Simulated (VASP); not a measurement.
Wanted: the native input for a VASP 6.6.1 run.

```
Task                   : single point
Functional             : PBE
Potentials or basis    : VASP PAW PBE potentials, release 64 (Zr_sv, O)
Cutoff                 : 600 eV
k mesh                 : 10 × 10 × 10
Occupations            : gaussian, width 0.05 eV
Spin                   : no spin polarisation
Dipole correction      : no
Further INCAR settings : ALGO = Normal; EDIFF = 1e-06; NBANDS = 19
```

The structure of ZrO2 lies in POSCAR:

```
ZrO2
1.0
    0.0000000000      2.5350000000      2.5350000000
    2.5350000000      0.0000000000      2.5350000000
    2.5350000000      2.5350000000      0.0000000000
Zr O
1 2
Direct
    0.0000000000      0.0000000000      0.0000000000
    0.2500000000      0.2500000000      0.2500000000
    0.7500000000      0.7500000000      0.7500000000
```

These files were run (other wordings do the same):

INCAR

```
PREC     = Accurate       # precision mode
ENCUT    = 600            # plane-wave cutoff, eV
EDIFF    = 1E-6           # SCF threshold, eV
ISMEAR   = 0              # smearing method
SIGMA    = 0.05           # smearing width, eV
LREAL    = False          # projectors in reciprocal space
LASPH    = True           # aspherical terms in the spheres
NELM     = 120            # most SCF steps
ALGO     = Normal         # electronic algorithm
ISIF     = 2              # what is computed and relaxed
LWAVE    = False          # write WAVECAR
LCHARG   = False          # write CHGCAR
GGA      = PE             # functional
NBANDS   = 19             # bands
GGA_COMPAT= False
```

KPOINTS

```
Automatic mesh
0
Gamma
  10 10 10
```

Potentials or basis: VASP PAW PBE potentials, release 64 (Zr_sv, O).

The run is started by

```console
$ cat potpaw_PBE.64/Zr_sv/POTCAR potpaw_PBE.64/O/POTCAR > POTCAR
$ mpirun -np 1 vasp_std > vasp.out
```

It gave:

- Pressure: 6.9 GPa
- Band gap on the k mesh: 3.39 eV, indirect (least direct gap 3.84 eV)

It took 45 s on 1 thread of Intel Xeon 6975P-C, with other jobs on the host, peak memory 0.19 GiB.
